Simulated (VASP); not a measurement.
# GaSb: single point with HSE06

GaSb:

```
CELL_PARAMETERS angstrom
0.00000 3.00456 3.00456
3.00456 0.00000 3.00456
3.00456 3.00456 0.00000
ATOMIC_POSITIONS crystal
Ga 0.00000 0.00000 0.00000
Sb 0.25000 0.25000 0.25000
```

This cell differs from its parent crystal: strain -2.0%.

```
Program                            : VASP 6.6.1
Task                               : single point
Functional                         : HSE06
Potentials or basis                : VASP PAW PBE potentials, release 64 (Ga_d, Sb)
Cutoff                             : 520 eV
k mesh                             : 6 × 6 × 6
Occupations                        : gaussian, width 0.01 eV
Spin                               : no spin polarisation
Dipole correction                  : no
Grid for exact exchange (PRECFOCK) : Normal
Further INCAR settings             : ALGO = Normal; EDIFF = 1e-07; NBANDS = 16
Share of exact exchange            : 0.25
Screening parameter                : 0.2079 1/Å
```

```json
{"Pressure": "3.4 GPa", "Band gap on the k mesh": "1.20 eV (least direct gap 1.30 eV)"}
```

Levels at points of the mesh, in eV from the valence-band top:
```
           k point  band 6  band 7  band 8  band 9  band 10  band 11  band 12  band 13
(0.00, 0.00, 0.00)  -12.97    0.00    0.00    0.00     1.30     3.47     3.47     3.47
(0.50, 0.00, 0.00)  -11.02   -7.21   -1.34   -1.34     1.20     4.48     4.48     7.27
(0.50, 0.50, 0.00)  -10.01   -7.65   -3.00   -3.00     1.42     1.71    10.28    10.28
```

It took 76 min on 1 thread of Intel(R) Xeon(R) Platinum 8375C CPU @ 2.90GHz (Ice Lake), on a shared host, peak memory 0.31 GiB.

Caveat: the cell differs from its parent crystal (strain -2.0%); the cell stands under pressure; the PAW data sets were made with another functional, which shifts forces and pressure a little; spin-orbit coupling is left out, which moves the levels of the heavy elements. A k mesh can miss the band edges.
